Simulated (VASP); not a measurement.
# KBr in VASP: notebook

Aim: see how the results for KBr move with the level of theory and the settings. Levels: HSE06, r2SCAN, PBE. Tasks: single point.

Everything below comes from runs of VASP 6.6.1. Logs are shortened: lines on timing, memory, paths and dates and some standing lists are left out, and cuts for length are marked.

**1. The cell of the first run**

It takes space group Imm2 (No. 44, orthorhombic). The conventional cell has a = 5.134 Å, b = 5.298 Å, c = 7.377 Å, α = 90.00°, β = 90.00°, γ = 90.00°. K (site symmetry mm2) has 4 Br at 3.19 to 3.20 Å within 4.2 Å. Within 4.2 Å of Br (site symmetry mm2) lie 4 K at 3.19 to 3.20 Å.

**2. Single point, HSE06 (shear xy strain -3.2%)**

Input file POSCAR:

```
KBr
1.0
   -0.0582751288      3.6882992910      3.6882992910
    3.6882992910     -0.0582751288      3.6882992910
    3.6300241622      3.6300241622      0.0000000000
K Br
1 1
Direct
   -0.0035975788     -0.0035975788      0.0035975788
    0.2535975788      0.2535975788      0.2464024212
```

Input file INCAR.step1:

```
PREC = Accurate ; ENCUT = 520
EDIFF = 1E-5 ; ISMEAR = 0
SIGMA = 0.01 ; LREAL = F
LASPH = T ; NELM = 100
ALGO = Normal ; ISIF = 2
LWAVE = T ; NBANDS = 15
GGA = PE
```

Input file INCAR.step2:

```
PREC = Accurate ; ENCUT = 520
EDIFF = 1E-6 ; ISMEAR = 0
SIGMA = 0.01 ; LREAL = F
LASPH = T ; NELM = 100
ALGO = Normal ; ISIF = 2
LWAVE = F ; LCHARG = T
GGA = PE ; LHFCALC = T
HFSCREEN = 0.2079 ; PRECFOCK = Normal
LELF = T ; LVHAR = T
NBANDS = 15 ; ISTART = 1
```

Input file KPOINTS:

```
Automatic mesh
0
Gamma
  4 4 4
```

Potentials or basis: VASP PAW PBE potentials, release 64 (K_sv, Br).

On the command line:

```bash
$ cat potpaw_PBE.64/K_sv/POTCAR potpaw_PBE.64/Br/POTCAR > POTCAR
$ cp INCAR.step1 INCAR
$ mpirun -np 1 vasp_std > vasp.out
$ cp INCAR.step2 INCAR
$ mpirun -np 1 vasp_std > vasp.out
```

OUTCAR:

```text
PREC = Accurate
   ENCUT = 520
   EDIFF = 1E-6
   ISMEAR = 0
   LREAL = F
   LASPH = T
   NELM = 100
   ISIF = 2
   GGA = PE
   LHFCALC = T
   HFSCREEN = 0.2079
   PRECFOCK = Normal
   ISTART = 1

 ion  position               nearest neighbor table
   1  0.996  0.996  0.004-   2 3.19   2 3.19   2 3.20   2 3.20
   2  0.254  0.254  0.246-   1 3.19   1 3.19   1 3.20   1 3.20

  LATTYP: Found a body centered orthorhombic cell.
 ALAT       =     5.1336294019
 B/A-ratio  =     1.0321072953
 C/A-ratio  =     1.4369168486

  Lattice vectors:

 A1 = (   0.0582751288,  -3.6882992910,  -3.6882992910)
 A2 = (  -0.0582751288,   3.6882992910,  -3.6882992910)
 A3 = (   3.6882992910,  -0.0582751288,   3.6882992910)

Analysis of symmetry for initial positions (statically):
=====================================================================
 Subroutine PRICEL returns:
 Original cell was already a primitive cell.

 Routine SETGRP: Setting up the symmetry group for a
 body centered orthorhombic supercell.

 Subroutine GETGRP returns: Found  4 space group operations
 (whereof  4 operations were pure point group operations)
 out of a pool of  8 trial point group operations.

The static configuration has the point symmetry C_2v.

Analysis of symmetry for dynamics (positions and initial velocities):
=====================================================================
 Subroutine PRICEL returns:
 Original cell was already a primitive cell.

 Routine SETGRP: Setting up the symmetry group for a
 body centered orthorhombic supercell.

 Subroutine GETGRP returns: Found  4 space group operations
 (whereof  4 operations were pure point group operations)
 out of a pool of  8 trial point group operations.

The dynamic configuration has the point symmetry C_2v.

 Subroutine INISYM returns: Found  4 space group operations
 (whereof  4 operations are pure point group operations),
 and found     1 'primitive' translations

----------------------------------------------------------------------------------------

                                     Primitive cell

  volume of cell :     100.3229

  direct lattice vectors                    reciprocal lattice vectors
    -0.058275129  3.688299291  3.688299291    -0.133455243  0.133455243  0.135563836
     3.688299291 -0.058275129  3.688299291     0.133455243 -0.133455243  0.135563836
     3.630024162  3.630024162  0.000000000     0.137740130  0.137740130 -0.135563836

  length of vectors
     5.216368403  5.216368403  5.133629402     0.232375036  0.232375036  0.237323072

  position of ions in fractional coordinates (direct lattice)
     0.996402421  0.996402421  0.003597579
     0.253597579  0.253597579  0.246402421

  ion indices of the primitive-cell ions
   primitive index   ion index
                 1           1
                 2           2

----------------------------------------------------------------------------------------

 KPOINTS: Automatic mesh

Automatic generation of k-mesh.
 Grid dimensions read from file:
 generate k-points for:    4    4    4

 Generating k-lattice:

  Cartesian coordinates                     Fractional coordinates (reciprocal lattice)
    -0.033363811  0.033363811  0.033890959     0.250000000  0.000000000  0.000000000
     0.033363811 -0.033363811  0.033890959     0.000000000  0.250000000  0.000000000
     0.034435032  0.034435032 -0.033890959    -0.000000000 -0.000000000  0.250000000

  Length of vectors
     0.058093759  0.058093759  0.059330768

  Shift w.r.t. Gamma in fractional coordinates (k-lattice)
     0.000000000  0.000000000  0.000000000

 Subroutine IBZKPT returns following result:
 ===========================================

 Found     18 irreducible k-points:

 Following reciprocal coordinates:
            Coordinates               Weight
  0.000000  0.000000  0.000000      1.000000
  0.250000  0.000000  0.000000      4.000000
  0.500000  0.000000  0.000000      2.000000
  0.250000  0.250000  0.000000      2.000000
  0.500000  0.250000  0.000000      4.000000
 -0.250000  0.250000  0.000000      2.000000
[... 10 lines left out ...]
  0.250000  0.250000  0.500000      2.000000
 -0.250000  0.250000  0.500000      2.000000
   k-points           NKPTS =     18   k-points in BZ     NKDIM =     64   number of bands    NBANDS=     15
   number of dos      NEDOS =    301   number of ions     NIONS =      2
   total plane-waves  NPLWV =  64000
   dimension x,y,z NGX =    40 NGY =   40 NGZ =   40
   dimension x,y,z NGXF=    80 NGYF=   80 NGZF=   80
   ions per type =               1   1
   NGX,Y,Z   is equivalent  to a cutoff of  12.75, 12.75, 12.95 a.u.
   NGXF,Y,Z  is equivalent  to a cutoff of  25.50, 25.50, 25.91 a.u.
 SYSTEM =  unknown system
   PREC   = accura    normal or accurate (medium, high low for compatibility)
   ISTART =      1    job   : 0-new  1-cont  2-samecut
   ICHARG =      0    charge: 1-file 2-atom 10-const
   ISPIN  =      1    spin polarized calculation?
   LNONCOLLINEAR =      F non collinear calculations
   LSORBIT =      F    spin-orbit coupling
   LASPH  =      T    aspherical Exc in radial PAW
   ENCUT  =  520.0 eV  38.22 Ry    6.18 a.u.   9.70  9.70  9.55*2*pi/ulx,y,z
   NELM   =    100;   NELMIN=  2; NELMDL=  0     # of ELM steps
   EDIFF  = 0.1E-05   stopping-criterion for ELM
   LREAL  =      F    real-space projection
   EDIFFG = 0.1E-04   stopping-criterion for IOM
   NSW    =      0    number of steps for IOM
   IBRION =     -1    ionic relax: 0-MD 1-quasi-New 2-CG
   NFREE  =      0    steps in history (QN), initial steepest desc. (CG)
   ISIF   =      2    stress and relaxation
   ISYM   =      3    0-nonsym 1-usesym 2-fastsym
   POTIM  = 0.5000    time-step for ionic-motion
   TEBEG  =    0.0;   TEEND  =   0.0 temperature during run
   PSTRESS=    0.0 pullay stress
   NELECT =      16.0000    total number of electrons
   NUPDOWN=      -1.0000    fix difference up-down
   EMIN   =  10.00;   EMAX   =-10.00  energy-range for DOS
   EFERMI =   0.00;   METHOD = LEGACY
   ISMEAR =     0;   SIGMA  =   0.01  broadening in eV -4-tet -1-fermi 0-gaus
   EFERMI_NEDOS =   21; number of points for ismear=-14 and -15
   IALGO  =     38    algorithm
   IMIX   =      1    mixing-type and parameters
     AMIX     =   0.40;   BMIX     =  1.00
     AMIX_MAG =   1.60;   BMIX_MAG =  1.00
  volume/ion in A,a.u.               =      50.16       338.51
  Fermi-wavevector in a.u.,A,eV,Ry     =   0.887799  1.677697 10.723944  0.788188
  Thomas-Fermi vector in A             =   2.009145
   LORBIT       =      0    0 simple, 1 ext, 2 COOP (PROOUT), +10 PAW based schemes
   GGA     = PE    functional components
   LHFCALC =     T    Hartree Fock is set to
   PRECFOCK=normal    Normal, Fast or Accurate (Low or Medium for compatibility)
   ENCUT4O =  -1.0   cutoff for four orbital integrals eV
   NKREDX  =     1    reduce k-point grid by
   NKREDY  =     1    reduce k-point grid by
   NKREDZ  =     1    reduce k-point grid by
   AEXX    =    0.2500 exact exchange contribution
   HFSCREEN=    0.2079 screening length (either q_TF or 0.3 A-1)
   HFSCREENC=   0.2079 screening length for correlation (either q_TF or 0.3 A-1)
   ENCUTFOCK=  -1.0 apply spherical cutoff to Coloumb kernel
   IVDW    =     0    specifies the selected vdW correction
   LEPSILON=     F    determine dielectric tensor
   LRPA    =     F    only Hartree local field effects (RPA)
 non-spin polarized calculation
 Gauss-broadening in eV      SIGMA  =   0.01
  energy-cutoff  :      520.00
  volume of cell :      100.32
 maximum number of plane-waves:      2719
 NGX is ok and might be reduce to    40
  NGX = 30; NGY = 30; NGZ = 30

 number of electron      16.0000000 magnetization

 Free energy of the ion-electron system (eV)
  ---------------------------------------------------
  ext. energy  EPLUGINS =         0.00000000
  ---------------------------------------------------
  free energy    TOTEN  =        -6.97131701 eV

  energy without entropy =       -6.97131701  energy(sigma->0) =       -6.97131701

 E-fermi :  -3.8702     XC(G=0):  -5.0244

 val. band max:       -3.9743159317   @ k =  -0.2500   0.2500   0.0000
 cond. band min:       1.3927811645   @ k =   0.0000   0.0000   0.0000
 fundamental gap:      5.3670970962
 Fermi energy:        -3.8701791277

 k-point     1 :       0.0000    0.0000    0.0000
  band No.  band energies     occupation
      1     -33.9638      2.00000
      2     -16.8722      2.00000
      3     -16.1084      2.00000
      4     -16.1062      2.00000
      5     -16.1051      2.00000
      6      -4.0302      2.00000
      7      -4.0083      2.00000
      8      -3.9831      2.00000
      9       1.3928      0.00000
     10       6.0714      0.00000
     11       6.0817      0.00000
     12       6.9578      0.00000
     13       6.9624      0.00000
     14       6.9680      0.00000
     15       7.5674      0.00000

 k-point     2 :       0.2500    0.0000    0.0000
  band No.  band energies     occupation
      1     -33.9631      2.00000
      2     -16.9798      2.00000
      3     -16.1119      2.00000
      4     -16.1094      2.00000
      5     -15.9821      2.00000
      6      -4.2349      2.00000
      7      -4.0036      2.00000
      8      -3.9791      2.00000
      9       2.2715      0.00000
     10       5.5699      0.00000
     11       5.6946      0.00000
     12       5.7662      0.00000
     13       6.9224      0.00000
     14       7.3980      0.00000
     15       7.5827      0.00000
[... 257 lines left out ...]
      3     -16.1266      2.00000
      4     -16.1124      2.00000
      5     -15.8899      2.00000
      6      -4.2815      2.00000
      7      -4.1205      2.00000
      8      -4.0135      2.00000
      9       3.3517      0.00000
     10       4.7459      0.00000
     11       5.3167      0.00000
     12       5.5222      0.00000
     13       7.3660      0.00000
     14       7.4781      0.00000
     15       7.8322      0.00000

 k-point    18 :      -0.2500    0.2500    0.5000
  band No.  band energies     occupation
      1     -33.9617      2.00000
      2     -17.1025      2.00000
      3     -16.1301      2.00000
      4     -16.1240      2.00000
      5     -15.8160      2.00000
      6      -4.2652      2.00000
      7      -4.2041      2.00000
      8      -4.0256      2.00000
      9       3.4757      0.00000
     10       4.4047      0.00000
     11       6.0210      0.00000
     12       6.1627      0.00000
     13       6.7998      0.00000
     14       7.2159      0.00000
     15       7.9931      0.00000

------------------------ aborting loop because EDIFF is reached ----------------------------------------

  FORCE on cell =-STRESS in cart. coord.  units (eV):
  Direction    XX          YY          ZZ          XY          YZ          ZX
  --------------------------------------------------------------------------------------
  -------------------------------------------------------------------------------------
  Total        0.0983887      0.0983887      0.0955164      0.0471620      0.0000000      0.0000000
  in kB        1.5712883      1.5712883      1.5254171      0.7531877      0.0000000      0.0000000
  external PRESSURE =       1.5559979 kB  Pullay stress =       0.0000000 kB

 VOLUME and BASIS-vectors are now :
 -----------------------------------------------------------------------------
  energy-cutoff  :      520.00
  volume of cell :      100.32
      direct lattice vectors                 reciprocal lattice vectors
    -0.058275129  3.688299291  3.688299291    -0.133455243  0.133455243  0.135563836
     3.688299291 -0.058275129  3.688299291     0.133455243 -0.133455243  0.135563836
     3.630024162  3.630024162  0.000000000     0.137740130  0.137740130 -0.135563836

 POSITION                                       TOTAL-FORCE (eV/Angst)
 -----------------------------------------------------------------------------------
      3.63002      3.63002      7.35006        -0.000000     -0.000000     -0.000972
      1.81501      1.81501      1.87069         0.000000      0.000000      0.000972
 -----------------------------------------------------------------------------------
    total drift:                                0.000000     -0.000000      0.000172

  FREE ENERGIE OF THE ION-ELECTRON SYSTEM (eV)
  ---------------------------------------------------
  free  energy   TOTEN  =        -6.9713170120 eV

  energy  without entropy=       -6.9713170120  energy(sigma->0) =       -6.97131701
```

Run time: 26 min. Hardware: 1 thread of Intel Xeon Platinum 8488C (Sapphire Rapids), shared host; peak memory 0.36 GiB.

What came out:

```yaml
Free_energy: -6.9713 eV
Pressure: 0.2 GPa
Band_gap_on_the_k_mesh: 5.37 eV, indirect (least direct gap 5.38 eV)
```

Caveat: the cell differs from its parent crystal (shear xy strain -3.2%); the PAW data sets were made with another functional, which shifts forces and pressure a little.

[end of part 1 of 2]
